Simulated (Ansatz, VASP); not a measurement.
## One calculation of Mg, two programs

```
Mg
1.0
     3.19531    0.00000    0.00000
    -1.59766    2.76722    0.00000
     0.00000    0.00000    5.18794
Mg
2
Direct
  0.33333 0.66667 0.25000
  0.66667 0.33333 0.75000
```

Alike in both runs: task single point; functional PBE; k mesh 11 × 11 × 6; occupations gaussian, width 0.03 eV; no spin polarisation.

|  | VASP | Ansatz |
| --- | --- | --- |
| version | VASP 6.6.1 | Ansatz 0.2.0 |
| potentials or method | VASP PAW PBE potentials, release 64 (Mg), cutoff 520 eV | plane waves (420 eV) with PAW, scalar-relativistic |
| valence electrons in the cell | 4 | 20 |

|  | VASP | Ansatz | Ansatz less VASP |
| --- | --- | --- | --- |
| pressure (GPa) | -0.2 | 0.0 | +0.13 |

VASP's potentials hold 4 valence electrons a cell and Ansatz's 20, so a difference there can come from the potentials and not from the codes.
